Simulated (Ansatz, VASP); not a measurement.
Two plane-wave programs on SnTe

```
Te Sn
1.0
     0.00000    3.68197    3.68197
     3.68197    0.00000    3.68197
     3.68197    3.68197    0.00000
Te Sn
1 1
Cartesian
  1.8410 1.8410 1.8410
  0.0000 0.0000 0.0000
```

Alike in both runs: task single point; functional LDA; k mesh 7 × 7 × 7; occupations fermi-dirac, width 0.05 eV; no spin polarisation.

```csv
,VASP,Ansatz
version,VASP 6.6.1,Ansatz 0.2.0
potentials or method,"VASP PAW LDA potentials, release 64 (Te, Sn_d)",Ansatz PAW
plane-wave cutoff (eV),520,420
valence electrons in the cell,20,30
```

|  | VASP | Ansatz | Ansatz less VASP |
| --- | --- | --- | --- |
| gap on the k mesh at the Fermi level (eV) | 0.37 | 0.38 | +0.009 |
| least direct gap on the mesh (eV) | 0.81 | 0.81 | +0.006 |
| pressure (GPa) | -3.2 | -3.2 | -0.02 |

LDA's correlation is that of Perdew and Zunger in VASP and of Perdew and Wang (1992) in Ansatz. VASP's potentials hold 20 valence electrons a cell and Ansatz's 30, so a difference there can come from the potentials and not from the codes.

Spin-orbit coupling is off throughout. Noted on Ansatz's run: odd divisions of the mesh miss points on the zone boundary, where band edges often lie, so the gap on the mesh can be too wide.
